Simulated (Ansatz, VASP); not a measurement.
Two plane-wave programs on MgO

```xyz
2
Lattice="0.0000 2.2333 2.1801 2.2333 0.0000 2.1801 2.2333 2.2333 0.0000" Properties=species:S:1:pos:R:3 pbc="T T T"
Mg    0.0000    0.0000    0.0000
O     2.2333    2.2333    2.1801
```

Change from the starting cell: strain +0.050 along x and y, +0.025 along z, atoms carried along.

Alike in both runs: task single point; functional PBE; k mesh 10 × 10 × 10; occupations gaussian, width 0.05 eV; no spin polarisation.

|  | VASP | Ansatz |
| --- | --- | --- |
| version | VASP 6.6.1 | Ansatz 0.2.0 |
| potentials or method | VASP PAW PBE potentials, release 64 (Mg, O), cutoff 520 eV | scalar-relativistic, plane waves, PAW |
| valence electrons in the cell | 8 | 16 |

|  | VASP | Ansatz | Ansatz less VASP |
| --- | --- | --- | --- |
| gap on the k mesh at the Fermi level (eV) | 3.36 | 3.38 | +0.021 |
| least direct gap on the mesh (eV) | 3.36 | 3.38 | +0.021 |
| pressure (GPa) | -14.8 | -14.1 | +0.71 |
| traceless stress, the component that is largest in VASP (GPa) | 1.19 | 1.20 | +0.005 |

VASP's potentials hold 8 valence electrons a cell and Ansatz's 16, so a difference there can come from the potentials and not from the codes.
